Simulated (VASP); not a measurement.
A run of VASP 6.6.1:

The input INCAR:

```
PREC = Accurate
ENCUT = 600
EDIFF = 1E-6
ISMEAR = 0
SIGMA = 0.1
LREAL = False
LASPH = True
NELM = 80
ALGO = Normal
ISIF = 3
LWAVE = False
LCHARG = False
GGA = PE
IBRION = 2
NSW = 90
EDIFFG = -0.04
```

Contents of KPOINTS:

```
Automatic mesh
0
Gamma
  4 4 4
```

Contents of POSCAR:

```
GeBiO4
1.0
    0.0000000000      3.4810413700      3.4810413700
    3.4810413700      0.0000000000      3.4810413700
    3.4810413700      3.4810413700      0.0000000000
Ge Bi O
1 1 4
Direct
    0.5000000000      0.5000000000      0.5000000000
    0.2500000000      0.2500000000      0.2500000000
    0.8751941800      0.8751941800      0.3744174500
    0.3744174500      0.8751941800      0.8751941800
    0.8751941800      0.3744174500      0.8751941800
    0.8751941800      0.8751941800      0.8751941800
```

Potentials or basis: VASP PAW PBE potentials, release 64 (Ge_d, Bi_d, O).

Run with:

```sh
$ cat potpaw_PBE.64/Ge_d/POTCAR potpaw_PBE.64/Bi_d/POTCAR potpaw_PBE.64/O/POTCAR > POTCAR
$ mpirun -np 1 vasp_std > vasp.out
```

Hardware: 1 thread of Intel Xeon 8259CL, on a shared host.

Estimate the wall time of this run.

Run time: 3.4 min on 1 thread of Intel Xeon 8259CL, with other jobs on the host, peak memory 0.27 GiB. Counts: scf iterations 54, k points 8, ion steps 6.
